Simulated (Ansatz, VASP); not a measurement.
**One calculation of YRe3, two programs**

Contents of INCAR:

```
ALGO     = Fast           # electronic algorithm
EDIFF    = 1E-6           # SCF threshold, eV
EDIFFG   = -0.01          # ionic threshold
ENCUT    = 600            # plane-wave cutoff, eV
GGA      = PE             # functional
IBRION   = 2              # ionic algorithm
ISIF     = 3              # what is computed and relaxed
ISMEAR   = 0              # smearing method
LASPH    = True           # aspherical terms in the spheres
LCHARG   = False          # write CHGCAR
LREAL    = False          # projectors in reciprocal space
LWAVE    = False          # write WAVECAR
NELM     = 60             # most SCF steps
NSW      = 100            # ionic steps
PREC     = Accurate       # precision mode
SIGMA    = 0.1            # smearing width, eV
```

Contents of KPOINTS:

```
k-points
0
Gamma
  12 12 12
```

POSCAR

```
YRe3
1.0
    4.1156055916      0.0000000000      0.0000000000
    0.0000000000      4.1156055916      0.0000000000
    0.0000000000      0.0000000000      4.1156055916
Y Re
1 3
Direct
    0.0000000000      0.0000000000      0.0000000000
    0.0000000000      0.5000000000      0.5000000000
    0.5000000000      0.0000000000      0.5000000000
    0.5000000000      0.5000000000      0.0000000000
```

Input for Ansatz:

```yaml
crystal:
  lattice:
    - [4.1156055916, 0.0, 0.0]
    - [0.0, 4.1156055916, 0.0]
    - [0.0, 0.0, 4.1156055916]
  atoms:
    - { symbol: "Y", position: [0.0, 0.0, 0.0] }
    - { symbol: Re, position: [0.0, 0.5, 0.5] }
    - { symbol: Re, position: [0.5, 0.0, 0.5] }
    - { symbol: Re, position: [0.5, 0.5, 0.0] }
basis:
  ecutwfc: 420
kpoints:
  mp_grid: { grid: [12, 12, 12] }
hamiltonian:
  xc: pbe
scf:
  occupations: { method: gaussian, width: 0.1 }
output:
  forces: true
  stress: true
  eigenvalues: true
  write_density: true
  write_potential: true
  elf: true
  volumetric_format: npy
relax:
  adjacent_minimum: "off"
  f_tol: 0.01
  max_steps: 80
  cell: { stress_tol: 0.05 }
```

Alike in both runs: task relaxation of cell and atoms; functional PBE; k mesh 12 × 12 × 12; occupations gaussian, width 0.1 eV; no spin polarisation.

```csv
,VASP,Ansatz
version,VASP 6.6.1,Ansatz 0.2.0
potentials or method,"VASP PAW PBE potentials, release 64 (Y_sv, Re), cutoff 600 eV","scalar-relativistic, plane waves, PAW"
valence electrons in the cell,32,56
```

```tsv
	VASP	Ansatz	Ansatz less VASP
gap on the k mesh at the Fermi level, each at its own relaxed structure (eV)	none	none	-
relaxed volume (Å³/atom)	17.37	17.40	+0.034
relaxed cell length with the largest relative difference (Å)	4.111	4.114	+0.0027
```

A gap of «none» marks a metal or a gap that the smearing closes. VASP's potentials hold 32 valence electrons a cell and Ansatz's 56, so a difference there can come from the potentials and not from the codes.

Spin-orbit coupling is off throughout.
